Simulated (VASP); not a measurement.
In3As: single point with LDA

In3As:

```
CELL_PARAMETERS angstrom
4.67168 0.00000 0.00000
0.00000 4.67168 0.00000
0.00000 0.00000 4.67168
ATOMIC_POSITIONS crystal
In 0.50000 0.50000 0.00000
In 0.50000 0.00000 0.50000
In 0.00000 0.50000 0.50000
As 0.00000 0.00000 0.00000
```

```yaml
Program: VASP 6.6.1
Task: single point
Functional: LDA
Potentials_or_basis: VASP PAW LDA potentials, release 64 (In_d, As)
Cutoff: 520 eV
k_mesh: 6 × 6 × 6
Occupations: fermi-dirac, width 0.05 eV
Spin: no spin polarisation
Dipole_correction: no
Further_INCAR_settings: ALGO = Normal; EDIFF = 1e-06; NBANDS = 30
```

```json
{"Pressure": "-3.9 GPa", "Band gap on the k mesh": "zero (bands 22 and 23 overlap by 3.78 eV)"}
```

Levels at points of the mesh, in eV from the Fermi level:
```
           k point  band 20  band 21  band 22  band 23  band 24  band 25
(0.00, 0.00, 0.00)    -2.80    -1.93    -1.93     2.10     2.10     2.10
(0.50, 0.00, 0.00)    -1.51    -1.29    -0.01    -0.01     0.09     1.53
(0.50, 0.50, 0.00)    -0.68    -0.36     0.45     0.45     1.75     1.98
(0.50, 0.50, 0.50)    -3.88    -3.88    -3.88    -3.31     4.68     4.68
```

Wall time 52 s on 1 thread of Intel(R) Xeon(R) Platinum 8259CL CPU @ 2.50GHz (Skylake/Cascade Lake) (shared host), peak memory 0.19 GiB.

Caveat: the cell stands under tension; spin-orbit coupling is left out, which moves the levels of the heavy elements.
